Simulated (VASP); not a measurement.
A run of VASP 6.6.1 is set up as follows.

File INCAR:

```
PREC = Accurate ; ENCUT = 600
EDIFF = 1E-6 ; ISMEAR = 0
SIGMA = 0.1 ; LREAL = False
LASPH = True ; NELM = 100
ALGO = Normal ; ISIF = 3
LWAVE = False ; LCHARG = False
GGA = PE ; IBRION = 2
NSW = 100 ; EDIFFG = -0.01
```

KPOINTS

```
regular mesh
0
Gamma
  12 12 24
```

Contents of POSCAR:

```
B
1.0
    4.2017848671      0.0000000000      0.0000000000
    0.0000000000      4.2017848671      0.0000000000
    0.0000000000      0.0000000000      1.9186901375
B
4
Direct
    0.2021269406      0.5000000000      0.0000000000
    0.7978730594      0.5000000000      0.0000000000
    0.5000000000      0.2021269406      0.0000000000
    0.5000000000      0.7978730594      0.0000000000
```

Potentials or basis: VASP PAW PBE potentials, release 64 (B).

Command:

```bash
$ cat potpaw_PBE.64/B/POTCAR > POTCAR
$ mpirun -np 1 vasp_std > vasp.out
```

(1) Estimate the relaxed cell.

(2) What does it give for the band gap on the k mesh?

(3) Estimate the relaxed volume.

(4) Predict the space group after relaxing (to 0.05 Å).

Answers

(1) a = 4.200 Å, b = 4.200 Å, c = 1.918 Å, α = 90.00°, β = 90.00°, γ = 90.00°.

(2) zero (band 6 reaches 5.32 eV, above the bottom of band 7 at 3.76 eV).

(3) 8.46 Å³/atom.

(4) P4/mmm (No. 123).
